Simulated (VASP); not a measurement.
AgI (zincblende type):

```
CELL_PARAMETERS angstrom
0.00000 3.10723 3.10723
3.10723 0.00000 3.10723
3.10723 3.10723 0.00000
ATOMIC_POSITIONS crystal
Ag 0.00000 0.00000 0.00000
I 0.25000 0.25000 0.25000
```

- Program: VASP 6.6.1
- Task: relaxation of cell and atoms
- Functional: PBEsol
- Potentials or basis: VASP PAW PBE potentials, release 64 (Ag, I)
- Cutoff: 500 eV
- k mesh: 12 × 12 × 12
- Occupations: fermi-dirac, width 0.05 eV
- Spin: no spin polarisation

At the start: pressure 5.1 GPa; volume 30.00 Å³/atom.

**Question.** How do energy, volume and symmetry change on relaxing?

**Answer.** Over 4 steps the energy falls by 49.9 meV/atom and the volume is 33.57 Å³/atom (+11.9 %); space group F-43m (No. 216, to 0.1 Å) before and after.

Step by step:
```tsv
step	energy change (eV)	largest force (eV/Å)	pressure (GPa)	volume (Å³)
1	0.0000	0.0000	5.11	60.00
2	-0.0956	0.0000	-0.79	68.69
3	-0.0998	0.0000	0.03	66.99
4	-0.0998	0.0000	-0.01	67.13
```

Final structure:
```
Ag I
1.0
     0.00000    3.22576    3.22576
     3.22576    0.00000    3.22576
     3.22576    3.22576    0.00000
Ag I
1 1
Direct
  0.00000 0.00000 0.00000
  0.25000 0.25000 0.25000
```

Caveat: the PAW data sets were made with another functional, which shifts forces and pressure a little.
